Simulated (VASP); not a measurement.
Input of a VASP 6.6.1 run:

INCAR

```
PREC = Accurate
ENCUT = 520
EDIFF = 1E-6
ISMEAR = -1
SIGMA = 0.05
LREAL = False
LASPH = True
NELM = 100
ALGO = Normal
ISIF = 2
LWAVE = False
LCHARG = False
GGA = PS
NBANDS = 14
```

The input KPOINTS:

```
regular mesh
0
Gamma
  12 12 12
```

Contents of POSCAR:

```
Rh
1.0
    0.0000000000      1.8701123497      1.8701123497
    1.8701123497      0.0000000000      1.8701123497
    1.8701123497      1.8701123497      0.0000000000
Rh
1
Direct
    0.0000000000      0.0000000000      0.0000000000
```

Potentials or basis: VASP PAW PBE potentials, release 64 (Rh_pv).

The run is started by

```console
$ cat potpaw_PBE.64/Rh_pv/POTCAR > POTCAR
$ mpirun -np 1 vasp_std > vasp.out
```

Task: Predict the pressure.

Result: 9.9 GPa.

Caveat: the PAW data sets were made with another functional, which shifts forces and pressure a little.
